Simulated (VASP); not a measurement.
# Si3Sn (P1) in VASP: single point with PBEsol

Aim: the single point of Si3Sn with PBEsol.

Program: VASP 6.6.1. These are calculated values, not measurements. Logs are shortened: lines on timing, memory, paths and dates and some standing lists are left out, and cuts for length are marked.

### Step 1. The cell of the first run

The typed cell holds 128 atoms: a = 16.118 Å, b = 16.118 Å, c = 16.118 Å, α = 60.00°, β = 60.00°, γ = 60.00°.

### Step 2. Single point, PBEsol

The input, INCAR:

```
SYSTEM = Si3Sn
  PREC = Accurate
  ENCUT = 500
  EDIFF = 1E-6
  ISMEAR = -1
  SIGMA = 0.05
  LREAL = Auto
  LASPH = .True.
  NELM = 120
  ALGO = Normal
  ISIF = 2
  LWAVE = .False.
  LCHARG = .False.
  GGA = PS
  NBANDS = 486
  GGA_COMPAT = .False.
  ISYM = -1
  KPAR = 1
```

The input, KPOINTS:

```
explicit points
1
Reciprocal
  0.50000000   0.50000000   0.50000000 1
```

The input, POSCAR:

```
Si3Sn
1.0
    0.0000000000     11.3973974568     11.3973974568
   11.3973974568      0.0000000000     11.3973974568
   11.3973974568     11.3973974568      0.0000000000
Sn Si
32 96
Direct
    0.9903060000      0.0115040000      0.0100850000
    0.0060830000      0.4985230000      0.9998220000
    0.0013710000      0.0018270000      0.4974950000
    0.2407600000      0.2569730000      0.2578550000
    0.4972010000      0.4931510000      0.9943670000
    0.7486110000      0.7443140000      0.2569520000
[... 120 lines left out ...]
    0.0781450000      0.7958630000      0.8012340000
    0.5503660000      0.8061290000      0.8137410000
```

Potentials or basis: VASP PAW PBE potentials, release 64 (Sn_d, Si).

Run with:

```console
> cat potpaw_PBE.64/Sn_d/POTCAR potpaw_PBE.64/Si/POTCAR > POTCAR
> mpirun -np 4 vasp_std > vasp.out
```

OUTCAR:

```text
SYSTEM = Si3Sn
   PREC = Accurate
   ENCUT = 500
   EDIFF = 1E-6
   ISMEAR = -1
   LREAL = Auto
   LASPH = .True.
   NELM = 120
   ISIF = 2
   GGA = PS
   ISYM = -1

 ion  position               nearest neighbor table
   1  0.990  0.012  0.010-  42 2.49 117 2.53  18 2.70  12 2.72
   2  0.006  0.499  1.000-  44 2.54  97 2.54 121 2.55  80 2.60
   3  0.001  0.002  0.497- 103 2.56  71 2.56  45 2.58 122 2.58
   4  0.241  0.257  0.258-  46 2.55 118 2.55  17 2.74  11 2.76
   5  0.497  0.493  0.994- 119 2.56  98 2.56  82 2.60   8 2.75
   6  0.749  0.744  0.257- 124 2.54  78 2.56 102 2.57  53 2.58
[... 120 lines left out ...]
 127  0.078  0.796  0.801- 114 2.33  41 2.37  15 2.54   9 2.56
 128  0.550  0.806  0.814-  89 2.33 115 2.37  10 2.55   7 2.57

IMPORTANT INFORMATION: All symmetrisations will be switched off!
NOSYMM: (Re-)initialisation of all symmetry stuff for point group C_1.

----------------------------------------------------------------------------------------

                                     Primitive cell

  volume of cell :    2961.0591

  direct lattice vectors                    reciprocal lattice vectors
     0.000000000 11.397397457 11.397397457    -0.043869664  0.043869664  0.043869664
    11.397397457  0.000000000 11.397397457     0.043869664 -0.043869664  0.043869664
    11.397397457 11.397397457  0.000000000     0.043869664  0.043869664 -0.043869664

  length of vectors
    16.118354059 16.118354059 16.118354059     0.075984487  0.075984487  0.075984487

  position of ions in fractional coordinates (direct lattice)
     0.990306000  0.011504000  0.010085000
     0.006083000  0.498523000  0.999822000
     0.001371000  0.001827000  0.497495000
     0.240760000  0.256973000  0.257855000
     0.497201000  0.493151000  0.994367000
     0.748611000  0.744314000  0.256952000
[... 120 lines left out ...]
     0.078145000  0.795863000  0.801234000
     0.550366000  0.806129000  0.813741000

  ion indices of the primitive-cell ions
   primitive index   ion index
                 1           1
                 2           2
                 3           3
                 4           4
                 5           5
                 6           6
[... 120 lines left out ...]
               127         127
               128         128

----------------------------------------------------------------------------------------

 KPOINTS: explicit points

Read explicit list of k-points.

 Found      1 k-points:
   k-points           NKPTS =      1   k-points in BZ     NKDIM =      1   number of bands    NBANDS=    488
   number of dos      NEDOS =    301   number of ions     NIONS =    128
   total plane-waves  NPLWV = ******
   dimension x,y,z NGX =   120 NGY =  120 NGZ =  120
   dimension x,y,z NGXF=   240 NGYF=  240 NGZF=  240
   ions per type =              32  96
   NGX,Y,Z   is equivalent  to a cutoff of  12.38, 12.38, 12.38 a.u.
   NGXF,Y,Z  is equivalent  to a cutoff of  24.75, 24.75, 24.75 a.u.
 SYSTEM =  Si3Sn
   PREC   = accura    normal or accurate (medium, high low for compatibility)
   ISTART =      0    job   : 0-new  1-cont  2-samecut
   ICHARG =      2    charge: 1-file 2-atom 10-const
   ISPIN  =      1    spin polarized calculation?
   LNONCOLLINEAR =      F non collinear calculations
   LSORBIT =      F    spin-orbit coupling
   LASPH  =      T    aspherical Exc in radial PAW
   ENCUT  =  500.0 eV  36.75 Ry    6.06 a.u.  29.39 29.39 29.39*2*pi/ulx,y,z
   NELM   =    120;   NELMIN=  2; NELMDL= -5     # of ELM steps
   EDIFF  = 0.1E-05   stopping-criterion for ELM
   LREAL  =      T    real-space projection
   EDIFFG = 0.1E-04   stopping-criterion for IOM
   NSW    =      0    number of steps for IOM
   IBRION =     -1    ionic relax: 0-MD 1-quasi-New 2-CG
   NFREE  =      0    steps in history (QN), initial steepest desc. (CG)
   ISIF   =      2    stress and relaxation
   ISYM   =     -1    0-nonsym 1-usesym 2-fastsym
   POTIM  = 0.5000    time-step for ionic-motion
   TEBEG  =    0.0;   TEEND  =   0.0 temperature during run
   PSTRESS=    0.0 pullay stress
   NELECT =     832.0000    total number of electrons
   NUPDOWN=      -1.0000    fix difference up-down
   EMIN   =  10.00;   EMAX   =-10.00  energy-range for DOS
   EFERMI =   0.00;   METHOD = LEGACY
   ISMEAR =    -1;   SIGMA  =   0.05  broadening in eV -4-tet -1-fermi 0-gaus
   EFERMI_NEDOS =   21; number of points for ismear=-14 and -15
   IALGO  =     38    algorithm
   IMIX   =      4    mixing-type and parameters
     AMIX     =   0.40;   BMIX     =  1.00
     AMIX_MAG =   1.60;   BMIX_MAG =  1.00
  volume/ion in A,a.u.               =      23.13       156.11
  Fermi-wavevector in a.u.,A,eV,Ry     =   1.072260  2.026278 15.643193  1.149742
  Thomas-Fermi vector in A             =   2.208025
   LORBIT       =      0    0 simple, 1 ext, 2 COOP (PROOUT), +10 PAW based schemes
   GGA     = PS    functional components
   LHFCALC =     F    Hartree Fock is set to
   AEXX    =    0.0000 exact exchange contribution
   IVDW    =     0    specifies the selected vdW correction
   LEPSILON=     F    determine dielectric tensor
   LRPA    =     F    only Hartree local field effects (RPA)
 non-spin polarized calculation
  energy-cutoff  :      500.00
  volume of cell :     2961.06
 maximum number of plane-waves:     75216
 NGX is ok and might be reduce to   120
   NGX = 59   NGY = 59   NGZ = 59

 number of electron     832.0000016 magnetization

 Free energy of the ion-electron system (eV)
  ---------------------------------------------------
  ext. energy  EPLUGINS =         0.00000000
  ---------------------------------------------------
  free energy    TOTEN  =      -673.44937290 eV

  energy without entropy =     -673.43847678  energy(sigma->0) =     -673.44392484

 E-fermi :   6.1266     XC(G=0):  -9.5029

 val. band max:        5.8729158725   @ k =   0.5000   0.5000   0.5000
 cond. band min:       6.3876762147   @ k =   0.5000   0.5000   0.5000
 fundamental gap:      0.5147603421
 Fermi energy:         6.1266223675

 k-point     1 :       0.5000    0.5000    0.5000
  band No.  band energies     occupation
      1     -15.4332      2.00000
      2     -15.4133      2.00000
      3     -15.3981      2.00000
      4     -15.3913      2.00000
      5     -15.3781      2.00000
      6     -15.3778      2.00000
[... 420 lines left out ...]
    427       7.0023      0.00000
    428       7.0221      0.00000
 [bands above 428 left out]

------------------------ aborting loop because EDIFF is reached ----------------------------------------

  FORCE on cell =-STRESS in cart. coord.  units (eV):
  Direction    XX          YY          ZZ          XY          YZ          ZX
  --------------------------------------------------------------------------------------
  -------------------------------------------------------------------------------------
  Total        0.8505743     -0.0298355     -0.3649537    -19.4412503    -15.4092869    -15.5391303
  in kB        0.4602309     -0.0161435     -0.1974701    -10.5193207     -8.3376958     -8.4079518
  external PRESSURE =       0.0822058 kB  Pullay stress =       0.0000000 kB

 VOLUME and BASIS-vectors are now :
 -----------------------------------------------------------------------------
  energy-cutoff  :      500.00
  volume of cell :     2961.06
      direct lattice vectors                 reciprocal lattice vectors
     0.000000000 11.397397457 11.397397457    -0.043869664  0.043869664  0.043869664
    11.397397457  0.000000000 11.397397457     0.043869664 -0.043869664  0.043869664
    11.397397457 11.397397457  0.000000000     0.043869664  0.043869664 -0.043869664

 POSITION                                       TOTAL-FORCE (eV/Angst)
 -----------------------------------------------------------------------------------
      0.24606     11.40185     11.41803         0.011432      0.004816      0.010177
     17.07723     11.46470      5.75120         0.003531      0.006160      0.013043
      5.69097      5.68577      0.03645         0.007503      0.009236      0.003914
      5.86770      5.68291      5.67286         0.010670      0.005568     -0.002143
     16.95383     16.99999     11.28744        -0.001906      0.000059      0.001995
     11.41183     11.46080     17.01546         0.003818     -0.007270      0.005643
[... 120 lines left out ...]
     18.20275     10.02263      9.96142         0.005511      0.007976     -0.008675
     18.46230     15.54727     15.46051        -0.003109     -0.014573      0.007996
 -----------------------------------------------------------------------------------
    total drift:                               -0.000260     -0.005704      0.007733

  FREE ENERGIE OF THE ION-ELECTRON SYSTEM (eV)
  ---------------------------------------------------
  free  energy   TOTEN  =      -673.4493729026 eV

  energy  without entropy=     -673.4384767754  energy(sigma->0) =     -673.44392484
```

Run time: 20 min. Hardware: 4 MPI ranks of AMD EPYC 7R43 (Zen 3), shared host; peak memory 1.2 GiB.

What came out:

- Free energy: -673.4494 eV
- Pressure: 0.0 GPa
- Largest force: 0.041 eV/Å

Forces on the atoms (eV/Å):
```
Sn   0.011  0.005  0.010
Sn   0.004  0.006  0.013
Sn   0.008  0.009  0.004
Sn   0.011  0.006 -0.002
Sn  -0.002  0.000  0.002
Sn   0.004 -0.007  0.006
Sn   0.005 -0.006  0.005
Sn   0.019  0.004 -0.008
Sn  -0.015  0.001 -0.001
Sn   0.000 -0.003 -0.010
Sn  -0.015 -0.012  0.008
Sn  -0.001 -0.003  0.004
Sn   0.004  0.013  0.006
Sn  -0.004 -0.002 -0.002
Sn   0.003  0.008 -0.005
Sn   0.002 -0.005 -0.003
Sn  -0.010  0.000 -0.006
Sn  -0.011 -0.012  0.003
Sn  -0.002 -0.003  0.005
Sn  -0.013 -0.017  0.008
Sn   0.001  0.007 -0.002
Sn  -0.007 -0.009 -0.002
Sn  -0.012  0.000  0.002
Sn  -0.001 -0.005 -0.001
Sn   0.000  0.008  0.003
Sn   0.001  0.023 -0.002
Sn   0.008  0.000 -0.008
Sn   0.003 -0.002 -0.010
Sn   0.016  0.012 -0.007
Sn   0.005  0.003  0.004
Sn  -0.001 -0.003  0.001
Sn   0.003  0.003  0.006
Si  -0.003  0.016  0.009
Si   0.003 -0.005 -0.008
Si   0.014 -0.011 -0.003
Si  -0.003 -0.005 -0.002
Si  -0.015  0.005 -0.006
Si   0.004  0.001  0.008
Si  -0.009  0.004 -0.014
Si  -0.006  0.005 -0.006
Si   0.001  0.003  0.013
Si   0.001  0.001  0.028
Si   0.002  0.029  0.013
Si   0.010  0.006  0.000
Si   0.007  0.007 -0.009
Si   0.002  0.003 -0.007
Si   0.002  0.013 -0.015
Si   0.000  0.003 -0.001
Si   0.003 -0.009  0.012
Si   0.014  0.006  0.006
Si   0.002  0.001 -0.002
Si   0.014  0.002  0.003
Si  -0.013  0.001  0.002
Si   0.003  0.005  0.004
Si   0.005 -0.003  0.001
Si   0.001  0.005  0.007
Si  -0.009  0.013 -0.015
Si   0.013  0.004 -0.006
Si   0.007 -0.008 -0.003
Si   0.005 -0.009  0.000
Si   0.008  0.010 -0.005
Si   0.004 -0.001 -0.017
Si  -0.002 -0.007 -0.003
Si   0.000 -0.014 -0.004
Si  -0.006 -0.032 -0.025
Si   0.007 -0.004 -0.004
Si   0.012 -0.011 -0.012
Si  -0.005  0.009  0.005
Si  -0.003 -0.003 -0.010
Si  -0.008  0.004 -0.007
Si   0.015  0.007 -0.001
Si   0.011  0.000  0.003
Si  -0.014 -0.003  0.006
Si  -0.001 -0.005  0.011
Si   0.017 -0.018  0.000
Si   0.003  0.004  0.004
Si   0.006  0.000  0.019
Si   0.015  0.008  0.003
Si   0.005 -0.003  0.004
Si  -0.003  0.001 -0.007
Si  -0.004 -0.004  0.001
Si   0.003  0.005 -0.001
Si  -0.005  0.019 -0.001
Si  -0.008 -0.013 -0.009
Si  -0.005 -0.013 -0.008
Si   0.006  0.002 -0.005
Si   0.000  0.001 -0.001
Si  -0.005  0.002  0.000
Si  -0.009  0.025  0.007
Si  -0.011 -0.006 -0.012
Si  -0.005 -0.008  0.012
Si  -0.011  0.002 -0.005
Si   0.012 -0.010 -0.009
Si  -0.006 -0.003  0.007
Si  -0.004  0.002 -0.005
Si   0.003  0.000  0.006
Si   0.004 -0.022 -0.005
Si   0.009 -0.021 -0.001
Si   0.000  0.002  0.006
Si  -0.006  0.004  0.007
Si   0.005  0.007 -0.006
Si   0.002 -0.011  0.007
Si  -0.002 -0.019  0.011
Si  -0.003 -0.001 -0.002
Si   0.008 -0.001  0.004
Si  -0.005 -0.007  0.010
Si  -0.002  0.001 -0.006
Si  -0.006 -0.008  0.010
Si   0.004  0.002  0.000
Si  -0.011 -0.011 -0.004
Si   0.002  0.002 -0.016
Si  -0.009 -0.003  0.003
Si   0.009 -0.001 -0.007
Si  -0.002  0.008 -0.010
Si  -0.011 -0.006 -0.001
Si  -0.018 -0.008  0.005
Si  -0.014 -0.002  0.000
Si  -0.006  0.012 -0.006
Si  -0.005  0.009  0.013
Si  -0.002  0.000  0.000
Si  -0.005  0.011  0.011
Si  -0.004  0.007  0.002
Si  -0.009  0.010 -0.010
Si  -0.010  0.006  0.008
Si  -0.003  0.007  0.005
Si   0.004 -0.003  0.006
Si   0.006  0.008 -0.009
Si  -0.003 -0.015  0.008
```

Levels at points of the mesh, in eV from the Fermi level:
| k point | band 414 | band 415 | band 416 | band 417 | band 418 | band 419 |
| --- | --- | --- | --- | --- | --- | --- |
| (0.50, 0.50, 0.50) | -0.39 | -0.34 | -0.25 | 0.26 | 0.32 | 0.36 |

Caveat: the PAW data sets were made with another functional, which shifts forces and pressure a little; spin-orbit coupling is left out, which moves the levels of the heavy elements.
